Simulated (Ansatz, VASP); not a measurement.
BeTe: VASP beside Ansatz

```xyz
2
Lattice="0.0000 2.9336 2.7460 2.9336 0.0000 2.7460 2.9336 2.9336 0.0000" Properties=species:S:1:pos:R:3 pbc="T T T"
Be    0.0000    0.0000    0.0000
Te    1.4668    1.4668    1.3730
```

Change from the starting cell: epitaxial_xy strain +3.7%.

Alike in both runs: task single point; functional HSE06; k mesh 6 × 6 × 6; no spin polarisation.

|  | VASP | Ansatz |
| --- | --- | --- |
| version | VASP 6.6.1 | Ansatz 0.2.0 |
| potentials or method | VASP PAW PBE potentials, release 64 (Be, Te) | plane waves, PAW |
| plane-wave cutoff (eV) | 520 | 420 |
| occupations | gaussian, width 0.01 eV | fixed |
| valence electrons in the cell | 8 | 18 |

|  | VASP | Ansatz | Ansatz less VASP |
| --- | --- | --- | --- |
| gap on the k mesh at the Fermi level (eV) | 2.31 | 2.33 | +0.013 |
| pressure (GPa) | -3.3 | -3.1 | +0.12 |
| traceless stress, the component that is largest in VASP (GPa) | 2.46 | 2.46 | +0.006 |

VASP's potentials hold 8 valence electrons a cell and Ansatz's 18, so a difference there can come from the potentials and not from the codes. Ansatz's warnings: stress exchange threshold loose, stress scf threshold loose.

Neither program's run includes spin-orbit coupling.
